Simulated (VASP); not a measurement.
# Mg5Se (I4/mmm) in VASP: further runs, part 2 of 3

VASP 6.6.1. Earlier steps stand in the parts before.

## (5) Single point, PBE

This run uses another cell than the first one, of 33.67 Å³/atom.

Contents of INCAR:

```
SYSTEM = Mg5Se
PREC = Accurate
ENCUT = 520
EDIFF = 1E-7
ISMEAR = 0
SIGMA = 0.1
LREAL = .FALSE.
LASPH = .TRUE.
NELM = 60
ALGO = Normal
ISIF = 2
LWAVE = .FALSE.
LCHARG = .FALSE.
GGA = PE
NBANDS = 17
```

Contents of KPOINTS:

```
Automatic mesh
0
G
  10 10 10
  0 0 0
```

Contents of POSCAR:

```
Mg5Se
1.0
   -4.5672152806      4.5672152806      2.4214944395
    4.5672152806     -4.5672152806      2.4214944395
    4.5672152806      4.5672152806     -2.4214944395
Mg Se
5 1
Direct
    0.5000000000      0.8312373237      0.3312373237
    0.5000000000      0.1687626763      0.6687626763
    0.8312373237      0.5000000000      0.3312373237
    0.1687626763      0.5000000000      0.6687626763
    0.5000000000      0.5000000000      0.0000000000
    0.0000000000      0.0000000000      0.0000000000
```

Potentials or basis: VASP PAW PBE potentials, release 64 (Mg, Se).

On the command line:

```
$ cat potpaw_PBE.64/Mg/POTCAR potpaw_PBE.64/Se/POTCAR > POTCAR
$ mpirun -np 1 vasp_std > vasp.out
```

OUTCAR:

```text
SYSTEM = Mg5Se
   PREC = Accurate
   ENCUT = 520
   EDIFF = 1E-7
   ISMEAR = 0
   LREAL = .FALSE.
   LASPH = .TRUE.
   NELM = 60
   ISIF = 2
   GGA = PE

 ion  position               nearest neighbor table
   1  0.500  0.831  0.331-   5 3.03   2 3.08   4 3.26   4 3.26   3 3.26   3 3.26
   2  0.500  0.169  0.669-   5 3.03   1 3.08   3 3.26   4 3.26   4 3.26   3 3.26
   3  0.831  0.500  0.331-   5 3.03   4 3.08   2 3.26   2 3.26   1 3.26   1 3.26
   4  0.169  0.500  0.669-   5 3.03   3 3.08   2 3.26   1 3.26   2 3.26   1 3.26
   5  0.500  0.500  0.000-   6 2.42   6 2.42   3 3.03   4 3.03   1 3.03   2 3.03
   6  0.000  0.000  0.000-   5 2.42   5 2.42

  LATTYP: Found a body centered tetragonal cell.
 ALAT       =     9.1344305612
 C/A-ratio  =     0.5301905627

  Lattice vectors:

 A1 = (  -4.5672152806,   4.5672152806,   2.4214944395)
 A2 = (   4.5672152806,  -4.5672152806,   2.4214944395)
 A3 = (   4.5672152806,   4.5672152806,  -2.4214944395)

Analysis of symmetry for initial positions (statically):
=====================================================================
 Subroutine PRICEL returns:
 Original cell was already a primitive cell.

 Routine SETGRP: Setting up the symmetry group for a
 body centered tetragonal supercell.

 Subroutine GETGRP returns: Found 16 space group operations
 (whereof 16 operations were pure point group operations)
 out of a pool of 16 trial point group operations.

The static configuration has the point symmetry D_4h.

Analysis of symmetry for dynamics (positions and initial velocities):
=====================================================================
 Subroutine PRICEL returns:
 Original cell was already a primitive cell.

 Routine SETGRP: Setting up the symmetry group for a
 body centered tetragonal supercell.

 Subroutine GETGRP returns: Found 16 space group operations
 (whereof 16 operations were pure point group operations)
 out of a pool of 16 trial point group operations.

The dynamic configuration has the point symmetry D_4h.

 Subroutine INISYM returns: Found 16 space group operations
 (whereof 16 operations are pure point group operations),
 and found     1 'primitive' translations

----------------------------------------------------------------------------------------

                                     Primitive cell

  volume of cell :     202.0442

  direct lattice vectors                    reciprocal lattice vectors
    -4.567215281  4.567215281  2.421494439     0.000000000  0.109475899  0.206484059
     4.567215281 -4.567215281  2.421494439     0.109475899  0.000000000  0.206484059
     4.567215281  4.567215281 -2.421494439     0.109475899  0.109475899  0.000000000

  length of vectors
     6.898010304  6.898010304  6.898010304     0.233710588  0.233710588  0.154822301

  position of ions in fractional coordinates (direct lattice)
     0.500000000  0.831237324  0.331237324
     0.500000000  0.168762676  0.668762676
     0.831237324  0.500000000  0.331237324
     0.168762676  0.500000000  0.668762676
     0.500000000  0.500000000  0.000000000
     0.000000000  0.000000000  0.000000000

  ion indices of the primitive-cell ions
   primitive index   ion index
                 1           1
                 2           2
[... 36 lines left out ...]
  0.300000  0.000000  0.000000      8.000000
  0.400000 -0.000000  0.000000      8.000000
  0.500000 -0.000000  0.000000      4.000000
[... 16 lines left out ...]
  0.300000  0.300000  0.000000      8.000000
  0.400000  0.300000 -0.000000     16.000000
 [... further k-points ...]
   k-points           NKPTS =    102   k-points in BZ     NKDIM =    102   number of bands    NBANDS=     17
   number of dos      NEDOS =    301   number of ions     NIONS =      6
   total plane-waves  NPLWV = 157464
   dimension x,y,z NGX =    54 NGY =   54 NGZ =   54
   dimension x,y,z NGXF=   108 NGYF=  108 NGZF=  108
   ions per type =               5   1
   NGX,Y,Z   is equivalent  to a cutoff of  13.01, 13.01, 13.01 a.u.
   NGXF,Y,Z  is equivalent  to a cutoff of  26.03, 26.03, 26.03 a.u.
 SYSTEM =  Mg5Se
   PREC   = accura    normal or accurate (medium, high low for compatibility)
   ISTART =      0    job   : 0-new  1-cont  2-samecut
   ICHARG =      2    charge: 1-file 2-atom 10-const
   ISPIN  =      1    spin polarized calculation?
   LNONCOLLINEAR =      F non collinear calculations
   LSORBIT =      F    spin-orbit coupling
   LASPH  =      T    aspherical Exc in radial PAW
   ENCUT  =  520.0 eV  38.22 Ry    6.18 a.u.  12.83 12.83 12.83*2*pi/ulx,y,z
   NELM   =     60;   NELMIN=  2; NELMDL= -5     # of ELM steps
   EDIFF  = 0.1E-06   stopping-criterion for ELM
   LREAL  =      F    real-space projection
   EDIFFG = 0.1E-05   stopping-criterion for IOM
   NSW    =      0    number of steps for IOM
   IBRION =     -1    ionic relax: 0-MD 1-quasi-New 2-CG
   NFREE  =      0    steps in history (QN), initial steepest desc. (CG)
   ISIF   =      2    stress and relaxation
   ISYM   =      2    0-nonsym 1-usesym 2-fastsym
   POTIM  = 0.5000    time-step for ionic-motion
   TEBEG  =    0.0;   TEEND  =   0.0 temperature during run
   PSTRESS=    0.0 pullay stress
   NELECT =      16.0000    total number of electrons
   NUPDOWN=      -1.0000    fix difference up-down
   EMIN   =  10.00;   EMAX   =-10.00  energy-range for DOS
   EFERMI =   0.00;   METHOD = LEGACY
   ISMEAR =     0;   SIGMA  =   0.10  broadening in eV -4-tet -1-fermi 0-gaus
   EFERMI_NEDOS =   21; number of points for ismear=-14 and -15
   IALGO  =     38    algorithm
   IMIX   =      4    mixing-type and parameters
     AMIX     =   0.40;   BMIX     =  1.00
     AMIX_MAG =   1.60;   BMIX_MAG =  1.00
  volume/ion in A,a.u.               =      33.67       227.24
  Fermi-wavevector in a.u.,A,eV,Ry     =   0.703017  1.328510  6.724453  0.494233
  Thomas-Fermi vector in A             =   1.787874
   LORBIT       =      0    0 simple, 1 ext, 2 COOP (PROOUT), +10 PAW based schemes
   GGA     = PE    functional components
   LHFCALC =     F    Hartree Fock is set to
   AEXX    =    0.0000 exact exchange contribution
   IVDW    =     0    specifies the selected vdW correction
   LEPSILON=     F    determine dielectric tensor
   LRPA    =     F    only Hartree local field effects (RPA)
 non-spin polarized calculation
 Gauss-broadening in eV      SIGMA  =   0.10
  energy-cutoff  :      520.00
  volume of cell :      202.04
 maximum number of plane-waves:      5462
 NGX is ok and might be reduce to    54
   NGX = 25   NGY = 25   NGZ = 25

 number of electron      15.9999999 magnetization

 Free energy of the ion-electron system (eV)
  ---------------------------------------------------
  ext. energy  EPLUGINS =         0.00000000
  ---------------------------------------------------
  free energy    TOTEN  =        -9.22602404 eV

  energy without entropy =       -9.21271046  energy(sigma->0) =       -9.21936725

 E-fermi :   0.8963     XC(G=0):  -7.2855

 val. band max:        0.8832626432   @ k =  -0.2000   0.3000   0.1000
 cond. band min:       0.9085443793   @ k =  -0.3000   0.3000   0.0000
 fundamental gap:      0.0252817361
 Fermi energy:         0.8962741710

 k-point     1 :       0.0000    0.0000    0.0000
  band No.  band energies     occupation
      1     -11.6252      2.00000
      2      -4.0038      2.00000
      3      -2.4190      2.00000
      4      -1.9850      2.00000
      5      -1.9850      2.00000
      6      -0.3864      2.00000
[... 457 lines left out ...]
      4      -1.6240      2.00000
      5      -1.2503      2.00000
      6      -0.8850      2.00000
[... 9 lines left out ...]
     16       5.2739      0.00000
     17       5.5745      0.00000

 [... further k-points ...]

------------------------ aborting loop because EDIFF is reached ----------------------------------------

  FORCE on cell =-STRESS in cart. coord.  units (eV):
  Direction    XX          YY          ZZ          XY          YZ          ZX
  --------------------------------------------------------------------------------------
  -------------------------------------------------------------------------------------
  Total       -0.0412827     -0.0412827     -0.0310857      0.0000000     -0.0000000      0.0000000
  in kB       -0.3273652     -0.3273652     -0.2465043      0.0000000     -0.0000000      0.0000000
  external PRESSURE =      -0.3004116 kB  Pullay stress =       0.0000000 kB

 VOLUME and BASIS-vectors are now :
 -----------------------------------------------------------------------------
  energy-cutoff  :      520.00
  volume of cell :      202.04
      direct lattice vectors                 reciprocal lattice vectors
    -4.567215281  4.567215281  2.421494439     0.000000000  0.109475899  0.206484059
     4.567215281 -4.567215281  2.421494439     0.109475899  0.000000000  0.206484059
     4.567215281  4.567215281 -2.421494439     0.109475899  0.109475899  0.000000000

 POSITION                                       TOTAL-FORCE (eV/Angst)
 -----------------------------------------------------------------------------------
      3.02566     -0.00000      2.42149         0.002600      0.000000     -0.000000
      1.54155      4.56722      0.00000        -0.002600      0.000000      0.000000
     -0.00000      3.02566      2.42149        -0.000000      0.002600     -0.000000
      4.56722      1.54155      0.00000        -0.000000     -0.002600      0.000000
      0.00000      0.00000      2.42149         0.000000     -0.000000      0.000000
      0.00000      0.00000      0.00000         0.000000      0.000000      0.000000
 -----------------------------------------------------------------------------------
    total drift:                                0.000000     -0.000000      0.000000

  FREE ENERGIE OF THE ION-ELECTRON SYSTEM (eV)
  ---------------------------------------------------
  free  energy   TOTEN  =        -9.2260240379 eV

  energy  without entropy=       -9.2127104570  energy(sigma->0) =       -9.21936725
```

OSZICAR:

```text
N       E                     dE             d eps       ncg     rms          rms(c)
DAV:   1     0.293220120661E+02    0.29322E+02   -0.46006E+03  3468   0.682E+02
DAV:   2    -0.604291365501E+01   -0.35365E+02   -0.30716E+02  4696   0.820E+01
DAV:   3    -0.101322183261E+02   -0.40893E+01   -0.40250E+01  4394   0.255E+01
DAV:   4    -0.101963249624E+02   -0.64107E-01   -0.64075E-01  4271   0.388E+00
DAV:   5    -0.101969021110E+02   -0.57715E-03   -0.57712E-03  4485   0.406E-01    0.390E+00
DAV:   6    -0.929380885086E+01    0.90309E+00   -0.12032E+00  4093   0.543E+00    0.198E+00
DAV:   7    -0.924280043442E+01    0.51008E-01   -0.35324E-01  3662   0.243E+00    0.104E+00
DAV:   8    -0.922896852795E+01    0.13832E-01   -0.33857E-02  4371   0.882E-01    0.241E-01
DAV:   9    -0.922595503397E+01    0.30135E-02   -0.59017E-03  4060   0.485E-01    0.153E-01
DAV:  10    -0.922603455333E+01   -0.79519E-04   -0.13363E-03  3803   0.197E-01    0.721E-02
DAV:  11    -0.922605171002E+01   -0.17157E-04   -0.42173E-04  4072   0.999E-02    0.241E-02
DAV:  12    -0.922602279179E+01    0.28918E-04   -0.99135E-05  4508   0.466E-02    0.842E-03
DAV:  13    -0.922602391211E+01   -0.11203E-05   -0.23515E-05  3672   0.244E-02    0.380E-03
DAV:  14    -0.922602393554E+01   -0.23427E-07   -0.11043E-06  3887   0.609E-03    0.108E-03
DAV:  15    -0.922602404457E+01   -0.10904E-06   -0.25957E-07  3668   0.284E-03    0.925E-04
DAV:  16    -0.922602403793E+01    0.66424E-08   -0.35603E-08  1871   0.129E-03
   1 F= -.92260240E+01 E0= -.92193672E+01  d E =-.133136E-01
```

stdout:

```text
POSCAR found type information on POSCAR MgSe
 POSCAR found :  2 types and       6 ions
 scaLAPACK will be used
 LDA part: xc-table for (Slater+PW92), standard interpolation
 POSCAR, INCAR and KPOINTS ok, starting setup
 FFT: planning ... GRIDC
 FFT: planning ... GRID_SOFT
 FFT: planning ... GRID
 WAVECAR not read
 entering main loop
```

Wall time 6 min (1 thread of Intel Xeon Platinum 8488C (Sapphire Rapids), shared host); peak memory 0.64 GiB.

What came out:

| Property | Result |
| --- | --- |
| Free energy | -9.2260 eV |
| Pressure | 0.0 GPa |
| Band gap on the k mesh | zero (bands 8 and 9 overlap by 0.52 eV) |

Forces in eV/Å, atoms in the order of the input:
```
Mg   0.003  0.000  0.000
Mg  -0.003  0.000  0.000
Mg   0.000  0.003  0.000
Mg   0.000 -0.003  0.000
Mg   0.000  0.000  0.000
Se   0.000  0.000  0.000
```

Caveat: semilocal functionals underestimate gaps, and a narrow one can read as zero.

## (6) Relaxation of cell and atoms, PBE

This run uses another cell than the first one, of 33.54 Å³/atom.

Contents of INCAR:

```
SYSTEM = Mg5Se
ALGO = Normal ; EDIFF = 1E-6
EDIFFG = -0.01 ; ENCUT = 600
GGA = PE ; IBRION = 2
ISIF = 3 ; ISMEAR = 0
LASPH = .True. ; LCHARG = .False.
LREAL = .False. ; LWAVE = .False.
NELM = 60 ; NSW = 100
PREC = Accurate ; SIGMA = 0.1
```

Contents of KPOINTS:

```
k-points
0
Gamma
  10 10 10
  0 0 0
```

Contents of POSCAR:

```
Mg5Se
1.0
   -4.5609510355      4.5609510355      2.4181772475
    4.5609510355     -4.5609510355      2.4181772475
    4.5609510355      4.5609510355     -2.4181772475
Mg Se
5 1
Direct
    0.5000000000      0.8315667056      0.3315667056
    0.5000000000      0.1684332944      0.6684332944
    0.8315667056      0.5000000000      0.3315667056
    0.1684332944      0.5000000000      0.6684332944
    0.5000000000      0.5000000000      0.0000000000
    0.0000000000      0.0000000000      0.0000000000
```

Potentials or basis: VASP PAW PBE potentials, release 64 (Mg, Se).

On the command line:

```
$ cat potpaw_PBE.64/Mg/POTCAR potpaw_PBE.64/Se/POTCAR > POTCAR
$ mpirun -np 1 vasp_std > vasp.out
```

OUTCAR:

```text
SYSTEM = Mg5Se
   EDIFF = 1E-6
   EDIFFG = -0.01
   ENCUT = 600
   GGA = PE
   IBRION = 2
   ISIF = 3
   ISMEAR = 0
   LASPH = .True.
   LREAL = .False.
   NELM = 60
   NSW = 100
   PREC = Accurate

 ion  position               nearest neighbor table
   1  0.500  0.832  0.332-   5 3.02   2 3.07   4 3.25   4 3.25   3 3.25   3 3.25
   2  0.500  0.168  0.668-   5 3.02   1 3.07   3 3.25   4 3.25   4 3.25   3 3.25
   3  0.832  0.500  0.332-   5 3.02   4 3.07   2 3.25   2 3.25   1 3.25   1 3.25
   4  0.168  0.500  0.668-   5 3.02   3 3.07   2 3.25   1 3.25   2 3.25   1 3.25
   5  0.500  0.500  0.000-   6 2.42   6 2.42   3 3.02   4 3.02   1 3.02   2 3.02
   6  0.000  0.000  0.000-   5 2.42   5 2.42

  LATTYP: Found a body centered tetragonal cell.
 ALAT       =     9.1219020710
 C/A-ratio  =     0.5301914510

  Lattice vectors:

 A1 = (  -4.5609510355,   4.5609510355,   2.4181772475)
 A2 = (   4.5609510355,  -4.5609510355,   2.4181772475)
 A3 = (   4.5609510355,   4.5609510355,  -2.4181772475)

Analysis of symmetry for initial positions (statically):
[... 586 lines left out ...]
      1     -11.5245      2.00000
      2      -3.7952      2.00000
      3      -3.3443      2.00000
      4      -1.6167      2.00000
      5      -1.2436      2.00000
      6      -0.8838      2.00000
      7      -0.3600      2.00000
      8       0.3989      2.00000
      9       1.5788      0.00000
     10       1.6531      0.00000
     11       1.8029      0.00000
     12       2.9562      0.00000

 [... further k-points ...]

------------------------ aborting loop because EDIFF is reached ----------------------------------------

  FORCE on cell =-STRESS in cart. coord.  units (eV):
  Direction    XX          YY          ZZ          XY          YZ          ZX
  --------------------------------------------------------------------------------------
  -------------------------------------------------------------------------------------
  Total        0.0056077      0.0056077      0.0338424      0.0000000     -0.0000000     -0.0000000
  in kB        0.0445778      0.0445778      0.2690276      0.0000000     -0.0000000     -0.0000000
  external PRESSURE =       0.1193944 kB  Pullay stress =       0.0000000 kB

 VOLUME and BASIS-vectors are now :
 -----------------------------------------------------------------------------
  energy-cutoff  :      600.00
  volume of cell :      201.55
      direct lattice vectors                 reciprocal lattice vectors
    -4.562073959  4.562073959  2.420973175     0.000000000  0.109599275  0.206528517
     4.562073959 -4.562073959  2.420973175     0.109599275  0.000000000  0.206528517
     4.562073959  4.562073959 -2.420973175     0.109599275  0.109599275  0.000000000

 POSITION                                       TOTAL-FORCE (eV/Angst)
 -----------------------------------------------------------------------------------
      3.02465      0.00000      2.42097        -0.008456      0.000000     -0.000000
      1.53742      4.56207     -0.00000         0.008456      0.000000      0.000000
      0.00000      3.02465      2.42097         0.000000     -0.008456     -0.000000
      4.56207      1.53742     -0.00000         0.000000      0.008456      0.000000
      4.56207      4.56207      0.00000        -0.000000      0.000000      0.000000
      4.56207      4.56207      2.42097        -0.000000      0.000000      0.000000
 -----------------------------------------------------------------------------------
    total drift:                                0.000000      0.000000     -0.000000

  FREE ENERGIE OF THE ION-ELECTRON SYSTEM (eV)
  ---------------------------------------------------
  free  energy   TOTEN  =        -9.2262126557 eV

  energy  without entropy=       -9.2128222948  energy(sigma->0) =       -9.21951748

 reached required accuracy - stopping structural energy minimisation
```

CONTCAR:

```text
Mg5Se
   1.00000000000000
    -4.5620739590931976    4.5620739590931976    2.4209731753663393
     4.5620739590931976   -4.5620739590931976    2.4209731753663393
     4.5620739590931976    4.5620739590931976   -2.4209731753663393
  Mg              Se
     5     1
Direct
     0.5000000000000000    0.8314993347636949    0.3314993347636949
     0.5000000000000000    0.1685006652363051    0.6685006652363051
     0.8314993347636949    0.5000000000000000    0.3314993347636949
     0.1685006652363051    0.5000000000000000    0.6685006652363051
     0.5000000000000000    0.5000000000000000    1.0000000000000000
     1.0000000000000000    1.0000000000000000    1.0000000000000000

  0.00000000E+00  0.00000000E+00  0.00000000E+00
  0.00000000E+00  0.00000000E+00  0.00000000E+00
  0.00000000E+00  0.00000000E+00  0.00000000E+00
  0.00000000E+00  0.00000000E+00  0.00000000E+00
  0.00000000E+00  0.00000000E+00  0.00000000E+00
  0.00000000E+00  0.00000000E+00  0.00000000E+00
```

Run time: 5.8 min. Hardware: 1 thread of Intel Xeon Platinum 8488C (Sapphire Rapids), shared host; peak memory 0.68 GiB.

Results:

```yaml
Free_energy: -9.2262 eV
Relaxed_volume: 33.59 Å³/atom
Relaxed_cell: a = 6.891 Å, b = 6.891 Å, c = 6.891 Å, α = 97.09°, β = 97.09°, γ = 138.86°
Space_group_after_relaxing_to_0.1_Å: I4/mmm (No. 139)
Energy_gained_by_relaxing: 0.0 meV/atom
Ionic_steps: 2
Pressure_after_relaxing: 0.0 GPa
Largest_force_after_relaxing: 0.008 eV/Å
Band_gap_on_the_k_mesh: zero (bands 8 and 9 overlap by 0.53 eV)
```

Forces in eV/Å, atoms in the order of the input:
```
Mg  -0.008  0.000  0.000
Mg   0.008  0.000  0.000
Mg   0.000 -0.008  0.000
Mg   0.000  0.008  0.000
Mg   0.000  0.000  0.000
Se   0.000  0.000  0.000
```

Step by step:
```csv
step,energy change (eV),largest force (eV/Å),pressure (GPa),volume (Å³)
1,0.0000,0.0127,0.05,201.21
2,-0.0001,0.0085,0.01,201.55
```

Final structure:
```yaml
crystal:
  lattice:
    - [-4.56207, 4.56207, 2.42097]
    - [4.56207, -4.56207, 2.42097]
    - [4.56207, 4.56207, -2.42097]
  atoms:
    - { symbol: Mg, position: [0.50000, 0.83150, 0.33150] }
    - { symbol: Mg, position: [0.50000, 0.16850, 0.66850] }
    - { symbol: Mg, position: [0.83150, 0.50000, 0.33150] }
    - { symbol: Mg, position: [0.16850, 0.50000, 0.66850] }
    - { symbol: Mg, position: [0.50000, 0.50000, 0.00000] }
    - { symbol: Se, position: [0.00000, 0.00000, 0.00000] }
```

Caveat: semilocal functionals underestimate gaps, and a narrow one can read as zero.

(Continued in part 3 of 3.)

The gap in the log of VASP goes by the Fermi energy; the results here count the filled bands.